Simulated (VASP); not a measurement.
# HW3C4 in VASP: single point with PBEsol

Aim: the single point of HW3C4 with PBEsol.

All numbers are computed with VASP 6.6.1; they aren't measurements. Logs are shortened: lines on timing, memory, paths and dates and some standing lists are left out, and cuts for length are marked.

## 1. The cell of the first run

The cell holds a slab with vacuum, 8 atoms: a = 2.828 Å, b = 2.898 Å, c = 25.957 Å, α = 90.00°, β = 90.00°, γ = 90.00°.

## 2. Single point, PBEsol

INCAR reads:

```
PREC = Accurate ; ENCUT = 520
EDIFF = 1E-7 ; ISMEAR = 0
SIGMA = 0.1 ; LREAL = False
LASPH = True ; NELM = 100
ALGO = Normal ; ISIF = 2
LWAVE = False ; LCHARG = False
LDIPOL = True ; IDIPOL = 3
DIPOL = 0.5 0.5 0.492 ; GGA = PS
NBANDS = 40
```

KPOINTS reads:

```
regular mesh
0
Gamma
  10 10 1
```

POSCAR reads:

```
HW3C4
1.0
    2.8276119036      0.0000000000      0.0000000000
    0.0000000000      2.8984136670      0.0000000000
    0.0000000000      0.0000000000     25.9568996880
C W H
4 3 1
Direct
    0.5000000000      0.0000000000      0.3274659186
    0.5000000000      0.5000000000      0.4241685255
    0.5000000000      0.0000000000      0.5226308883
    0.0000000000      0.5000000000      0.6259810076
    0.0000000000      0.5000000000      0.3597001209
    0.0000000000      0.0000000000      0.4558392524
    0.0000000000      0.5000000000      0.5543053699
    0.0000000000      0.5000000000      0.6683430825
```

Potentials or basis: VASP PAW PBE potentials, release 64 (C, W_sv, H).

Launch:

```console
cat potpaw_PBE.64/C/POTCAR potpaw_PBE.64/W_sv/POTCAR potpaw_PBE.64/H/POTCAR > POTCAR
mpirun -np 1 vasp_std > vasp.out
```

OUTCAR:

```text
PREC = Accurate
   ENCUT = 520
   EDIFF = 1E-7
   ISMEAR = 0
   LREAL = False
   LASPH = True
   NELM = 100
   ISIF = 2
   GGA = PS

 ion  position               nearest neighbor table
   1  0.500  0.000  0.327-   5 2.19   5 2.19   5 2.19   5 2.19
   2  0.500  0.500  0.424-   6 2.19   6 2.19   6 2.19   6 2.19   5 2.19   5 2.19
   3  0.500  0.000  0.523-   7 2.19   7 2.19   7 2.19   7 2.19   6 2.24   6 2.24
   4  0.000  0.500  0.626-   8 1.10   7 1.86
   5  0.000  0.500  0.360-   1 2.19   1 2.19   1 2.19   1 2.19   2 2.19   2 2.19   6 2.89   6 2.89

   6  0.000  0.000  0.456-   2 2.19   2 2.19   2 2.19   2 2.19   3 2.24   3 2.24   5 2.89   5 2.89
                             7 2.94   7 2.94
   7  0.000  0.500  0.554-   4 1.86   3 2.19   3 2.19   3 2.19   3 2.19   6 2.94   6 2.94
   8  0.000  0.500  0.668-   4 1.10

  LATTYP: Found a simple orthorhombic cell.
 ALAT       =     2.8276119036
 B/A-ratio  =     1.0250394205
 C/A-ratio  =     9.1797957333

  Lattice vectors:

 A1 = (   2.8276119036,   0.0000000000,   0.0000000000)
 A2 = (   0.0000000000,   2.8984136670,   0.0000000000)
 A3 = (   0.0000000000,   0.0000000000,  25.9568996880)

Analysis of symmetry for initial positions (statically):
=====================================================================
 Subroutine PRICEL returns:
 Original cell was already a primitive cell.

 Routine SETGRP: Setting up the symmetry group for a
 simple orthorhombic supercell.

 Subroutine GETGRP returns: Found  4 space group operations
 (whereof  4 operations were pure point group operations)
 out of a pool of  8 trial point group operations.

The static configuration has the point symmetry C_2v.

Analysis of symmetry for dynamics (positions and initial velocities):
=====================================================================
 Subroutine PRICEL returns:
 Original cell was already a primitive cell.

 Routine SETGRP: Setting up the symmetry group for a
 simple orthorhombic supercell.

 Subroutine GETGRP returns: Found  4 space group operations
 (whereof  4 operations were pure point group operations)
 out of a pool of  8 trial point group operations.

The dynamic configuration has the point symmetry C_2v.

 Subroutine INISYM returns: Found  4 space group operations
 (whereof  4 operations are pure point group operations),
 and found     1 'primitive' translations

----------------------------------------------------------------------------------------

                                     Primitive cell

  volume of cell :     212.7321

  direct lattice vectors                    reciprocal lattice vectors
     2.827611904  0.000000000  0.000000000     0.353655323  0.000000000  0.000000000
     0.000000000  2.898413667  0.000000000     0.000000000  0.345016314  0.000000000
     0.000000000  0.000000000 25.956899688     0.000000000  0.000000000  0.038525402

  length of vectors
     2.827611904  2.898413667 25.956899688     0.353655323  0.345016314  0.038525402

  position of ions in fractional coordinates (direct lattice)
     0.500000000  0.000000000  0.327465919
     0.500000000  0.500000000  0.424168526
     0.500000000  0.000000000  0.522630888
     0.000000000  0.500000000  0.625981008
     0.000000000  0.500000000  0.359700121
     0.000000000  0.000000000  0.455839252
     0.000000000  0.500000000  0.554305370
     0.000000000  0.500000000  0.668343083

  ion indices of the primitive-cell ions
   primitive index   ion index
                 1           1
                 2           2
                 3           3
                 4           4
                 5           5
                 6           6
                 7           7
                 8           8

----------------------------------------------------------------------------------------

 KPOINTS: regular mesh

Automatic generation of k-mesh.
 Grid dimensions read from file:
 generate k-points for:   10   10    1

 Generating k-lattice:

  Cartesian coordinates                     Fractional coordinates (reciprocal lattice)
     0.035365532  0.000000000  0.000000000     0.100000000  0.000000000  0.000000000
     0.000000000  0.034501631  0.000000000     0.000000000  0.100000000  0.000000000
     0.000000000  0.000000000  0.038525402     0.000000000  0.000000000  1.000000000

  Length of vectors
     0.035365532  0.034501631  0.038525402

  Shift w.r.t. Gamma in fractional coordinates (k-lattice)
     0.000000000  0.000000000  0.000000000

 Subroutine IBZKPT returns following result:
 ===========================================

 Found     36 irreducible k-points:

 Following reciprocal coordinates:
            Coordinates               Weight
  0.000000  0.000000  0.000000      1.000000
  0.100000  0.000000  0.000000      2.000000
  0.200000  0.000000  0.000000      2.000000
  0.300000  0.000000  0.000000      2.000000
  0.400000  0.000000  0.000000      2.000000
  0.500000  0.000000  0.000000      1.000000
[... 16 lines left out ...]
  0.400000  0.300000  0.000000      4.000000
  0.500000  0.300000  0.000000      2.000000
 [... further k-points ...]
   k-points           NKPTS =     36   k-points in BZ     NKDIM =     36   number of bands    NBANDS=     40
   number of dos      NEDOS =    301   number of ions     NIONS =      8
   total plane-waves  NPLWV = 112896
   dimension x,y,z NGX =    24 NGY =   24 NGZ =  196
   dimension x,y,z NGXF=    48 NGYF=   48 NGZF=  392
   ions per type =               4   3   1
   NGX,Y,Z   is equivalent  to a cutoff of  14.11, 13.77, 12.55 a.u.
   NGXF,Y,Z  is equivalent  to a cutoff of  28.22, 27.53, 25.11 a.u.
 SYSTEM =  unknown system
   PREC   = accura    normal or accurate (medium, high low for compatibility)
   ISTART =      0    job   : 0-new  1-cont  2-samecut
   ICHARG =      2    charge: 1-file 2-atom 10-const
   ISPIN  =      1    spin polarized calculation?
   LNONCOLLINEAR =      F non collinear calculations
   LSORBIT =      F    spin-orbit coupling
   LASPH  =      T    aspherical Exc in radial PAW
   ENCUT  =  520.0 eV  38.22 Ry    6.18 a.u.   5.26  5.39 48.26*2*pi/ulx,y,z
   NELM   =    100;   NELMIN=  2; NELMDL= -5     # of ELM steps
   EDIFF  = 0.1E-06   stopping-criterion for ELM
   LREAL  =      F    real-space projection
   EDIFFG = 0.1E-05   stopping-criterion for IOM
   NSW    =      0    number of steps for IOM
   IBRION =     -1    ionic relax: 0-MD 1-quasi-New 2-CG
   NFREE  =      0    steps in history (QN), initial steepest desc. (CG)
   ISIF   =      2    stress and relaxation
   ISYM   =      2    0-nonsym 1-usesym 2-fastsym
   POTIM  = 0.5000    time-step for ionic-motion
   TEBEG  =    0.0;   TEEND  =   0.0 temperature during run
   PSTRESS=    0.0 pullay stress
   NELECT =      59.0000    total number of electrons
   NUPDOWN=      -1.0000    fix difference up-down
   EMIN   =  10.00;   EMAX   =-10.00  energy-range for DOS
   EFERMI =   0.00;   METHOD = LEGACY
   ISMEAR =     0;   SIGMA  =   0.10  broadening in eV -4-tet -1-fermi 0-gaus
   EFERMI_NEDOS =   21; number of points for ismear=-14 and -15
   IALGO  =     38    algorithm
   IMIX   =      4    mixing-type and parameters
     AMIX     =   0.40;   BMIX     =  1.00
     AMIX_MAG =   1.60;   BMIX_MAG =  1.00
  volume/ion in A,a.u.               =      26.59       179.45
  Fermi-wavevector in a.u.,A,eV,Ry     =   1.067615  2.017499 15.507933  1.139801
  Thomas-Fermi vector in A             =   2.203237
   LORBIT       =      0    0 simple, 1 ext, 2 COOP (PROOUT), +10 PAW based schemes
   GGA     = PS    functional components
   LHFCALC =     F    Hartree Fock is set to
   AEXX    =    0.0000 exact exchange contribution
   IVDW    =     0    specifies the selected vdW correction
   LEPSILON=     F    determine dielectric tensor
   LRPA    =     F    only Hartree local field effects (RPA)
 non-spin polarized calculation
 Gauss-broadening in eV      SIGMA  =   0.10
  energy-cutoff  :      520.00
  volume of cell :      212.73
 maximum number of plane-waves:      5782
 NGX is ok and might be reduce to    24
   NGX = 11   NGY = 11   NGZ = 97

 dipolmoment           0.000000      0.000000      0.992960 electrons x Angstroem

 number of electron      58.9999998 magnetization

 dipolmoment           0.000000      0.000000     -0.125884 electrons x Angstroem

 Free energy of the ion-electron system (eV)
  ---------------------------------------------------
  ext. energy  EPLUGINS =         0.00000000
  ---------------------------------------------------
  free energy    TOTEN  =       -79.10708886 eV

  energy without entropy =      -79.08898602  energy(sigma->0) =      -79.09803744

 E-fermi :   0.4263     XC(G=0):  -5.4476

 val. band max:        0.4201726961   @ k =   0.4000   0.2000   0.0000
 cond. band min:       0.4315148086   @ k =   0.2000   0.4000   0.0000
 fundamental gap:      0.0113421125
 Fermi energy:         0.4263458790

 k-point     1 :       0.0000    0.0000    0.0000
  band No.  band energies     occupation
      1     -73.4992      2.00000
      2     -73.4809      2.00000
      3     -73.3547      2.00000
      4     -38.0856      2.00000
      5     -37.8768      2.00000
      6     -37.5647      2.00000
[... 32 lines left out ...]
     39       4.9135      0.00000
     40       5.2487      0.00000

 k-point     2 :       0.1000    0.0000    0.0000
  band No.  band energies     occupation
      1     -73.4952      2.00000
      2     -73.4769      2.00000
      3     -73.3507      2.00000
      4     -38.0757      2.00000
      5     -37.8689      2.00000
      6     -37.5573      2.00000
[... 32 lines left out ...]
     39       4.9856      0.00000
     40       5.5648      0.00000

 k-point     3 :       0.2000    0.0000    0.0000
  band No.  band energies     occupation
      1     -73.4848      2.00000
      2     -73.4666      2.00000
      3     -73.3402      2.00000
      4     -38.0497      2.00000
      5     -37.8487      2.00000
      6     -37.7121      2.00000
[... 32 lines left out ...]
     39       4.7535      0.00000
     40       5.0320      0.00000

 k-point     4 :       0.3000    0.0000    0.0000
  band No.  band energies     occupation
      1     -73.4718      2.00000
      2     -73.4537      2.00000
      3     -73.3271      2.00000
      4     -38.0180      2.00000
      5     -37.9434      2.00000
      6     -37.8973      2.00000
[... 32 lines left out ...]
     39       4.6932      0.00000
     40       5.8754      0.00000
[... 772 lines left out ...]
     39       6.2517      0.00000
     40       6.5719      0.00000

 k-point    23 :       0.4000    0.3000    0.0000
  band No.  band energies     occupation
      1     -73.4409      2.00000
      2     -73.4228      2.00000
      3     -73.2989      2.00000
      4     -38.0483      2.00000
      5     -38.0159      2.00000
      6     -37.9601      2.00000
[... 32 lines left out ...]
     39       6.3705      0.00000
     40       6.8372      0.00000

 k-point    24 :       0.5000    0.3000    0.0000
  band No.  band energies     occupation
      1     -73.4370      2.00000
      2     -73.4189      2.00000
      3     -73.2948      2.00000
      4     -38.1126      2.00000
      5     -38.0807      2.00000
      6     -38.0244      2.00000
[... 32 lines left out ...]
     39       6.4385      0.00000
     40       6.8349      0.00000

 [... further k-points ...]

------------------------ aborting loop because EDIFF is reached ----------------------------------------

 vacuum level on the upper side and lower side of the slab       (xc-potential included)        -1.370         1.353

  FORCE on cell =-STRESS in cart. coord.  units (eV):
  Direction    XX          YY          ZZ          XY          YZ          ZX
  --------------------------------------------------------------------------------------
  -------------------------------------------------------------------------------------
  Total       -1.6471611     -2.4107219     -1.9900347      0.0000000      0.0000000      0.0000000
  in kB      -12.4054826    -18.1561897    -14.9878125      0.0000000      0.0000000      0.0000000
  external PRESSURE =     -15.1831616 kB  Pullay stress =       0.0000000 kB

 VOLUME and BASIS-vectors are now :
 -----------------------------------------------------------------------------
  energy-cutoff  :      520.00
  volume of cell :      212.73
      direct lattice vectors                 reciprocal lattice vectors
     2.827611904  0.000000000  0.000000000     0.353655323  0.000000000  0.000000000
     0.000000000  2.898413667  0.000000000     0.000000000  0.345016314  0.000000000
     0.000000000  0.000000000 25.956899688     0.000000000  0.000000000  0.038525402

 POSITION                                       TOTAL-FORCE (eV/Angst)
 -----------------------------------------------------------------------------------
      1.41381      0.00000      8.50000         0.000000      0.000000      2.603645
      1.41381      1.44921     11.01010         0.000000      0.000000     -0.127397
      1.41381      0.00000     13.56588         0.000000      0.000000      0.001427
      0.00000      1.44921     16.24853         0.000000      0.000000      0.049152
      0.00000      1.44921      9.33670         0.000000      0.000000     -2.538994
      0.00000      0.00000     11.83217         0.000000      0.000000      0.008435
      0.00000      1.44921     14.38805         0.000000      0.000000     -0.019185
      0.00000      1.44921     17.34811         0.000000      0.000000      0.022917
 -----------------------------------------------------------------------------------
    total drift:                                0.000000      0.000000      0.000122

  FREE ENERGIE OF THE ION-ELECTRON SYSTEM (eV)
  ---------------------------------------------------
  free  energy   TOTEN  =       -79.1070888573 eV

  energy  without entropy=      -79.0889860189  energy(sigma->0) =      -79.09803744

 vacuum level on the upper side and lower side of the slab         3.603         6.384
```

Wall time 7.7 min (1 thread of Intel Xeon 6975P-C (Granite Rapids), shared host); peak memory 0.49 GiB.

What came out:

| Property | Result |
| --- | --- |
| Free energy | -79.1071 eV |
| Largest force | 2.604 eV/Å |

Forces on the atoms (eV/Å):
```
C    0.000  0.000  2.604
C    0.000  0.000 -0.127
C    0.000  0.000  0.001
C    0.000  0.000  0.049
W    0.000  0.000 -2.539
W    0.000  0.000  0.008
W    0.000  0.000 -0.019
H    0.000  0.000  0.023
```

Levels at points of the mesh, in eV from the Fermi level:
```csv
k point,band 26,band 27,band 28,band 29,band 30,band 31,band 32,band 33
"(0.00, 0.00, 0.00)",-1.87,-1.82,-0.28,0.32,1.06,1.21,2.51,2.53
"(0.50, 0.00, 0.00)",-2.37,-1.06,-0.69,-0.30,0.52,0.77,0.80,1.32
"(0.00, 0.50, 0.00)",-2.43,-1.29,-0.68,0.04,0.42,0.45,1.82,1.91
"(0.50, 0.50, 0.00)",-2.30,-1.96,-0.48,-0.20,0.17,3.07,3.74,3.81
```

Caveat: the PAW data sets were made with another functional, which shifts forces and pressure a little; spin-orbit coupling is left out, which moves the levels of the heavy elements.
